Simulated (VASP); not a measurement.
# Re (Pm-3m) in VASP: notebook, part 2 of 2

VASP 6.6.1. Earlier steps stand in the parts before.

## 4. Relaxation of cell and atoms, r2SCAN, target pressure 40 GPa, at which the enthalpy is minimised

POSCAR reads:

```
Re
1.0
    2.5300000000      0.0000000000      0.0000000000
    0.0000000000      2.5300000000      0.0000000000
    0.0000000000      0.0000000000      2.5300000000
Re
1
Direct
    0.0000000000      0.0000000000      0.0000000000
```

INCAR.step1 reads:

```
SYSTEM = Re
PREC     = Accurate       ! precision mode
ENCUT    = 600            ! plane-wave cutoff, eV
ISMEAR   = -1             ! smearing method
SIGMA    = 0.1            ! smearing width, eV
LREAL    = .FALSE.        ! projectors in reciprocal space
LASPH    = .TRUE.         ! aspherical terms in the spheres
NELM     = 80             ! most SCF steps
GGA      = PE             ! functional
ALGO     = Normal         ! electronic algorithm
EDIFF    = 1E-4           ! SCF threshold, eV
LWAVE    = .TRUE.         ! write WAVECAR
LCHARG   = .FALSE.        ! write CHGCAR
```

INCAR.step2 reads:

```
SYSTEM = Re
PREC     = Accurate       ! precision mode
ENCUT    = 600            ! plane-wave cutoff, eV
EDIFF    = 1E-6           ! SCF threshold, eV
ISMEAR   = -1             ! smearing method
SIGMA    = 0.1            ! smearing width, eV
LREAL    = .FALSE.        ! projectors in reciprocal space
LASPH    = .TRUE.         ! aspherical terms in the spheres
NELM     = 80             ! most SCF steps
ALGO     = Normal         ! electronic algorithm
ISIF     = 3              ! what is computed and relaxed
LWAVE    = .FALSE.        ! write WAVECAR
LCHARG   = .FALSE.        ! write CHGCAR
METAGGA  = R2SCAN         ! meta-GGA
LMIXTAU  = .TRUE.       
IBRION   = 2              ! ionic algorithm
NSW      = 60             ! ionic steps
EDIFFG   = -0.03          ! ionic threshold
PSTRESS  = 400.0        
ISTART   = 1
```

KPOINTS reads:

```
regular mesh
0
G
  10 10 10
  0 0 0
```

Potentials or basis: VASP PAW PBE potentials, release 64 (Re).

The run is started by

```console
$ cat potpaw_PBE.64/Re/POTCAR > POTCAR
$ cp INCAR.step1 INCAR
$ mpirun -np 1 vasp_std > vasp.out
$ cp INCAR.step2 INCAR
$ mpirun -np 1 vasp_std > vasp.out
```

OUTCAR:

```text
SYSTEM = Re
   PREC = Accurate
   ENCUT = 600
   EDIFF = 1E-6
   ISMEAR = -1
   LREAL = .FALSE.
   LASPH = .TRUE.
   NELM = 80
   ISIF = 3
   METAGGA = R2SCAN
   IBRION = 2
   NSW = 60
   EDIFFG = -0.03
   PSTRESS = 400.0
   ISTART = 1

 ion  position               nearest neighbor table
   1  0.000  0.000  0.000-

  LATTYP: Found a simple cubic cell.
 ALAT       =     2.5300000000

  Lattice vectors:

 A1 = (   2.5300000000,   0.0000000000,   0.0000000000)
 A2 = (   0.0000000000,   2.5300000000,   0.0000000000)
 A3 = (   0.0000000000,   0.0000000000,   2.5300000000)

Analysis of symmetry for initial positions (statically):
=====================================================================
 Subroutine PRICEL returns:
 Original cell was already a primitive cell.

 Routine SETGRP: Setting up the symmetry group for a
 simple cubic supercell.

 Subroutine GETGRP returns: Found 48 space group operations
 (whereof 48 operations were pure point group operations)
 out of a pool of 48 trial point group operations.

The static configuration has the point symmetry O_h .

Analysis of symmetry for dynamics (positions and initial velocities):
=====================================================================
 Subroutine PRICEL returns:
 Original cell was already a primitive cell.

 Routine SETGRP: Setting up the symmetry group for a
 simple cubic supercell.

 Subroutine GETGRP returns: Found 48 space group operations
 (whereof 48 operations were pure point group operations)
 out of a pool of 48 trial point group operations.

The dynamic configuration has the point symmetry O_h .

 Subroutine INISYM returns: Found 48 space group operations
 (whereof 48 operations are pure point group operations),
 and found     1 'primitive' translations

----------------------------------------------------------------------------------------

                                     Primitive cell

  volume of cell :      16.1943

  direct lattice vectors                    reciprocal lattice vectors
     2.530000000  0.000000000  0.000000000     0.395256917  0.000000000  0.000000000
     0.000000000  2.530000000  0.000000000     0.000000000  0.395256917  0.000000000
     0.000000000  0.000000000  2.530000000     0.000000000  0.000000000  0.395256917

  length of vectors
     2.530000000  2.530000000  2.530000000     0.395256917  0.395256917  0.395256917

  position of ions in fractional coordinates (direct lattice)
     0.000000000  0.000000000  0.000000000

  ion indices of the primitive-cell ions
   primitive index   ion index
                 1           1

----------------------------------------------------------------------------------------

 KPOINTS: regular mesh

Automatic generation of k-mesh.
 Grid dimensions read from file:
 generate k-points for:   10   10   10

 Generating k-lattice:

  Cartesian coordinates                     Fractional coordinates (reciprocal lattice)
     0.039525692  0.000000000  0.000000000     0.100000000  0.000000000  0.000000000
     0.000000000  0.039525692  0.000000000     0.000000000  0.100000000  0.000000000
     0.000000000  0.000000000  0.039525692     0.000000000  0.000000000  0.100000000

  Length of vectors
     0.039525692  0.039525692  0.039525692

  Shift w.r.t. Gamma in fractional coordinates (k-lattice)
     0.000000000  0.000000000  0.000000000

 Subroutine IBZKPT returns following result:
 ===========================================

 Found     56 irreducible k-points:

 Following reciprocal coordinates:
            Coordinates               Weight
  0.000000  0.000000  0.000000      1.000000
  0.100000  0.000000  0.000000      6.000000
  0.200000  0.000000  0.000000      6.000000
  0.300000  0.000000  0.000000      6.000000
  0.400000  0.000000  0.000000      6.000000
  0.500000  0.000000  0.000000      3.000000
[... 16 lines left out ...]
  0.200000  0.100000  0.100000     24.000000
  0.300000  0.100000  0.100000     24.000000
 [... further k-points ...]
   k-points           NKPTS =     56   k-points in BZ     NKDIM =     56   number of bands    NBANDS=      7
   number of dos      NEDOS =    301   number of ions     NIONS =      1
   total plane-waves  NPLWV =   8000
   dimension x,y,z NGX =    20 NGY =   20 NGZ =   20
   dimension x,y,z NGXF=    40 NGYF=   40 NGZF=   40
   ions per type =               1
   NGX,Y,Z   is equivalent  to a cutoff of  13.14, 13.14, 13.14 a.u.
   NGXF,Y,Z  is equivalent  to a cutoff of  26.28, 26.28, 26.28 a.u.
 SYSTEM =  Re
   PREC   = accura    normal or accurate (medium, high low for compatibility)
   ISTART =      1    job   : 0-new  1-cont  2-samecut
   ICHARG =      0    charge: 1-file 2-atom 10-const
   ISPIN  =      1    spin polarized calculation?
   LNONCOLLINEAR =      F non collinear calculations
   LSORBIT =      F    spin-orbit coupling
   LASPH  =      T    aspherical Exc in radial PAW
   ENCUT  =  600.0 eV  44.10 Ry    6.64 a.u.   5.05  5.05  5.05*2*pi/ulx,y,z
   NELM   =     80;   NELMIN=  2; NELMDL=  0     # of ELM steps
   EDIFF  = 0.1E-05   stopping-criterion for ELM
   LREAL  =      F    real-space projection
   EDIFFG = -.3E-01   stopping-criterion for IOM
   NSW    =     60    number of steps for IOM
   IBRION =      2    ionic relax: 0-MD 1-quasi-New 2-CG
   NFREE  =      1    steps in history (QN), initial steepest desc. (CG)
   ISIF   =      3    stress and relaxation
   ISYM   =      2    0-nonsym 1-usesym 2-fastsym
   POTIM  = 0.5000    time-step for ionic-motion
   TEBEG  =    0.0;   TEEND  =   0.0 temperature during run
   PSTRESS=  400.0 pullay stress
   NELECT =       7.0000    total number of electrons
   NUPDOWN=      -1.0000    fix difference up-down
   EMIN   =  10.00;   EMAX   =-10.00  energy-range for DOS
   EFERMI =   0.00;   METHOD = LEGACY
   ISMEAR =    -1;   SIGMA  =   0.10  broadening in eV -4-tet -1-fermi 0-gaus
   EFERMI_NEDOS =   21; number of points for ismear=-14 and -15
   IALGO  =     38    algorithm
   IMIX   =      4    mixing-type and parameters
     AMIX     =   0.40;   BMIX     =  1.00
     AMIX_MAG =   1.60;   BMIX_MAG =  1.00
  volume/ion in A,a.u.               =      16.19       109.28
  Fermi-wavevector in a.u.,A,eV,Ry     =   1.237809  2.339120 20.846456  1.532171
  Thomas-Fermi vector in A             =   2.372361
   LORBIT       =      0    0 simple, 1 ext, 2 COOP (PROOUT), +10 PAW based schemes
   METAGGA = R2SCAN    functional components
   LHFCALC =     F    Hartree Fock is set to
   AEXX    =    0.0000 exact exchange contribution
   IVDW    =     0    specifies the selected vdW correction
   LEPSILON=     F    determine dielectric tensor
   LRPA    =     F    only Hartree local field effects (RPA)
 conjugate gradient relaxation of ions
 non-spin polarized calculation
  energy-cutoff  :      600.00
  volume of cell :       16.19
 maximum number of plane-waves:       554
   NGX = 11   NGY = 11   NGZ = 11

--------------------------------------- Ionic step        1  -------------------------------------------

 number of electron       6.9999998 magnetization

 Free energy of the ion-electron system (eV)
  ---------------------------------------------------
  ext. energy  EPLUGINS =         0.00000000
  ---------------------------------------------------
  free energy    TOTEN  =       -51.06300485 eV

  energy without entropy =      -51.04198217  energy(sigma->0) =      -51.05249351

------------------------ aborting loop because EDIFF is reached ----------------------------------------

  FORCE on cell =-STRESS in cart. coord.  units (eV):
  Direction    XX          YY          ZZ          XY          YZ          ZX
  --------------------------------------------------------------------------------------
  -------------------------------------------------------------------------------------
  Total        1.0635454      1.0635454      1.0635454      0.0000000     -0.0000000      0.0000000
  in kB      105.2216408    105.2216408    105.2216408      0.0000000     -0.0000000      0.0000000
  external PRESSURE =    -294.7783592 kB  Pullay stress =     400.0000000 kB
[... 22 lines left out ...]
  enthalpy is  TOTEN    =       -47.0199375308 eV   P V=        4.0430673176

--------------------------------------- Ionic step        2  -------------------------------------------

 number of electron       7.0000000 magnetization

 E-fermi :  13.9034     XC(G=0): -17.1600

 val. band max:       13.8757623798   @ k =   0.3000   0.3000   0.0000
 cond. band min:      13.9222749884   @ k =   0.3000   0.1000   0.1000
 fundamental gap:      0.0465126086
 Fermi energy:        13.9033734469

 k-point     1 :       0.0000    0.0000    0.0000
  band No.  band energies     occupation
      1       0.7523      2.00000
      2       3.2031      2.00000
      3       3.2031      2.00000
      4      21.4407      0.00000
      5      21.4407      0.00000
      6      21.4407      0.00000
      7      35.7403      0.00000
[... 338 lines left out ...]
  enthalpy is  TOTEN    =       -47.1375442476 eV   P V=        3.7584990943

--------------------------------------- Ionic step        5  -------------------------------------------

 number of electron       7.0000002 magnetization

 Free energy of the ion-electron system (eV)
  ---------------------------------------------------
  ext. energy  EPLUGINS =         0.00000000
  ---------------------------------------------------
  free energy    TOTEN  =       -50.88162849 eV

  energy without entropy =      -50.86298255  energy(sigma->0) =      -50.87230552

 E-fermi :   8.1063     XC(G=0): -14.6012

 val. band max:        8.0543530529   @ k =   0.5000   0.1000   0.0000
 cond. band min:       8.2344163522   @ k =   0.3000   0.2000   0.0000
 fundamental gap:      0.1800632993
 Fermi energy:         8.1062945612

 k-point     1 :       0.0000    0.0000    0.0000
  band No.  band energies     occupation
      1      -2.4053      2.00000
      2       1.3997      2.00000
      3       1.3997      2.00000
      4      12.5638      0.00000
      5      12.5638      0.00000
      6      12.5638      0.00000
      7      25.5555      0.00000
[... 258 lines left out ...]
  FREE ENERGIE OF THE ION-ELECTRON SYSTEM (eV)
  ---------------------------------------------------
  free  energy   TOTEN  =       -50.8816284858 eV

  energy  without entropy=      -50.8629825498  energy(sigma->0) =      -50.87230552

  enthalpy is  TOTEN    =       -47.1379467574 eV   P V=        3.7436817284

 reached required accuracy - stopping structural energy minimisation
```

Wall time 55 s (1 thread of AMD EPYC 9R45 (Zen 5), shared host); peak memory 0.11 GiB.

What came out:

* Free energy: -50.8816 eV
* Relaxed volume: 15.00 Å³/atom
* Relaxed cell: a = 2.466 Å, b = 2.466 Å, c = 2.466 Å, α = 90.00°, β = 90.00°, γ = 90.00°
* Space group after relaxing (to 0.1 Å): Pm-3m (No. 221)
* Energy change on relaxing (the run minimises the enthalpy): +181.4 meV/atom
* Ionic steps: 5
* Pressure after relaxing: 39.8 GPa
* Band gap on the k mesh: zero (an odd number of electrons rules out a gap without spin polarisation)

Step by step:
```tsv
step	energy change (eV)	largest force (eV/Å)	pressure (GPa)	volume (Å³)
1	0.0000	0.0000	10.52	16.19
2	5.1948	0.0000	382.23	10.17
3	0.1338	0.0000	33.92	15.20
4	0.1670	0.0000	38.22	15.05
5	0.1814	0.0000	39.82	15.00
```

Final structure:
```cif
data_structure
_symmetry_space_group_name_H-M 'P 1'
_symmetry_Int_Tables_number 1
_cell_length_a 2.4659
_cell_length_b 2.4659
_cell_length_c 2.4659
_cell_angle_alpha 90.000
_cell_angle_beta 90.000
_cell_angle_gamma 90.000
_cell_volume 15.00
loop_
_atom_site_label
_atom_site_type_symbol
_atom_site_fract_x
_atom_site_fract_y
_atom_site_fract_z
_atom_site_occupancy
Re1 Re 0.00000 0.00000 0.00000 1
```

Levels at points of the mesh, in eV from the Fermi level:
```csv
k point,band 1,band 2,band 3,band 4,band 5,band 6,band 7
"(0.00, 0.00, 0.00)",-10.51,-6.71,-6.71,4.46,4.46,4.46,17.45
"(0.50, 0.00, 0.00)",-6.70,-5.54,-1.15,-0.13,-0.13,4.94,10.33
"(0.50, 0.50, 0.00)",-7.90,-4.60,0.78,0.78,5.49,5.49,7.55
"(0.50, 0.50, 0.50)",-5.98,-5.98,-5.98,7.89,7.89,8.24,14.02
```

Caveat: the cell is relaxed towards a set pressure, so the run minimises the enthalpy, not the energy; the PAW data sets were made with another functional, which shifts forces and pressure a little; spin-orbit coupling is left out, which moves the levels of the heavy elements.

## 5. Overview

| cell | gap on the mesh (eV) | pressure (GPa) |
| --- | --- | --- |
| relaxed | none | 0.0 |
| relaxed to 20 GPa | none | 19.9 |
| relaxed to 40 GPa | none | 39.8 |

Alike in all rows: task relaxation of cell and atoms; level r2SCAN; potentials or basis VASP PAW PBE potentials, release 64 (Re); no spin polarisation; k mesh 10 × 10 × 10; cutoff (eV) 600; smearing fermi-dirac 0.1 eV.

Caveats: the PAW data sets were made with another functional, which shifts forces and pressure a little; spin-orbit coupling is left out, which moves the levels of the heavy elements; the cell is relaxed towards a set pressure, so the run minimises the enthalpy, not the energy (at least some runs).

Total energies depend on the potentials used, so only differences within one code and one set of settings carry meaning.

The gap in the log of VASP goes by the Fermi energy; the results here count the filled bands.